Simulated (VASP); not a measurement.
A run of VASP 6.6.1:

Contents of INCAR:

```
SYSTEM = Ti3GePt
  PREC = Accurate
  ENCUT = 620
  EDIFF = 1E-6
  ISMEAR = 0
  SIGMA = 0.1
  LREAL = .FALSE.
  LASPH = .TRUE.
  NELM = 300
  ALGO = All
  ISIF = 2
  LWAVE = .FALSE.
  LCHARG = .TRUE.
  GGA = PE
  LVHAR = .TRUE.
  NBANDS = 38
  GGA_COMPAT = .FALSE.
  ISEARCH = 1
  KPAR = 4
```

Contents of KPOINTS:

```
Automatic mesh
0
G
  8 8 8
  0 0 0
```

Contents of POSCAR:

```
Ti3GePt
1.0
    4.6105072523      0.0000000000      0.0000000000
    0.0000000000      4.6105072523      0.0000000000
    0.0000000000      0.0000000000      4.6105072523
Ti Ge Pt
3 1 1
Direct
    0.0000000000      0.5000000000      0.5000000000
    0.5000000000      0.0000000000      0.5000000000
    0.5000000000      0.5000000000      0.0000000000
    0.5000000000      0.5000000000      0.5000000000
    0.0000000000      0.0000000000      0.0000000000
```

Potentials or basis: VASP PAW PBE potentials, release 64 (Ti_sv, Ge_d, Pt).

Run with:

```console
$ cat potpaw_PBE.64/Ti_sv/POTCAR potpaw_PBE.64/Ge_d/POTCAR potpaw_PBE.64/Pt/POTCAR > POTCAR
$ mpirun -np 4 vasp_std > vasp.out
```

Hardware: 4 MPI ranks on Intel(R) Xeon(R) Platinum 8488C (Sapphire Rapids), with other jobs on the host.

Q: How long does it take, and how much memory?

A: Wall time 79 s on 4 MPI ranks on Intel(R) Xeon(R) Platinum 8488C (Sapphire Rapids), on a shared host, peak memory 0.48 GiB a rank. Counts: scf iterations 40, k points 35.
